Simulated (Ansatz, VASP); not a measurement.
**Two plane-wave programs on V**

```
V
1.0
    -1.47638    1.47638    1.49887
     1.47638   -1.47638    1.49887
     1.47638    1.47638   -1.49887
V
1
Cartesian
  0.0000 0.0000 0.0000
```

Change from the starting cell: x and y stretched by -1.5 %, z held, PAW files.

Alike in both runs: task electric field gradients; functional PBE; k mesh 16 × 16 × 16; occupations fermi-dirac, width 0.05 eV; collinear spin.

|  | VASP | Ansatz |
| --- | --- | --- |
| version | VASP 6.6.1 | Ansatz 0.2.0 |
| potentials or method | VASP PAW PBE potentials, release 64 (V_sv) | PAW with Ansatz's default frozen-core files, scalar-relativistic |
| plane-wave cutoff (eV) | 520 | 420 |
| valence electrons in the cell | 13 | 13 |

```tsv
	VASP	Ansatz	Ansatz less VASP
pressure (GPa)	6.1	5.8	-0.24
traceless stress, the component that is largest in VASP (GPa)	-1.15	-1.15	+0.001
net moment per atom (μB)	0.00	0.00	0.000
size of Vzz on the site where it differs most (V/Å²)	0.4	0.4	-0.01
```

Ansatz's warnings: seeded moment not kept.
